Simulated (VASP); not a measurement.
Set up this calculation in VASP 6.6.1, as the native input.

- Task: single point
- Functional: PBE
- Dispersion: D3(BJ)
- Potentials or basis: VASP PAW PBE potentials, release 64 (S, Mo_sv)
- Cutoff: 520 eV
- k mesh: 9 × 9 × 1
- Occupations: gaussian, width 0.05 eV
- Spin: no spin polarisation
- Dipole correction: yes
- Further INCAR settings: ALGO = Normal; EDIFF = 1e-07; NBANDS = 20

The structure of MoS2 lies in POSCAR:

```
MoS2
1.0
    3.1539428618      0.0000000029      0.0000000000
   -1.5769714334      2.7313946390      0.0000000000
    0.0000000000      0.0000000000     23.1348385593
S Mo
2 1
Direct
    0.3333333333      0.6666666667      0.4322485318
    0.3333333333      0.6666666667      0.5677514682
    0.6666666667      0.3333333333      0.5000001455
```

The input as run:

INCAR

```
ALGO = Normal ; DIPOL = 0.5 0.5 0.500
EDIFF = 1E-7 ; ENCUT = 520
GGA = PE ; IDIPOL = 3
ISIF = 2 ; ISMEAR = 0
IVDW = 12 ; LASPH = True
LCHARG = False ; LDIPOL = True
LREAL = False ; LWAVE = False
NBANDS = 20 ; NELM = 60
PREC = Accurate ; SIGMA = 0.05
```

KPOINTS

```
k-points
0
Gamma
  9 9 1
```

Potentials or basis: VASP PAW PBE potentials, release 64 (S, Mo_sv).

Run with:

```sh
$ cat potpaw_PBE.64/S/POTCAR potpaw_PBE.64/Mo_sv/POTCAR > POTCAR
$ mpirun -np 1 vasp_std > vasp.out
```

Results of the run:

```yaml
Largest_force: 0.011 eV/Å
Band_gap_on_the_k_mesh: 1.78 eV
Dispersion_energy_per_atom: -0.319 eV
```

It took 39 s on 1 thread of Intel(R) Xeon(R) 6975P-C (Granite Rapids), on a shared host, peak memory 0.32 GiB.
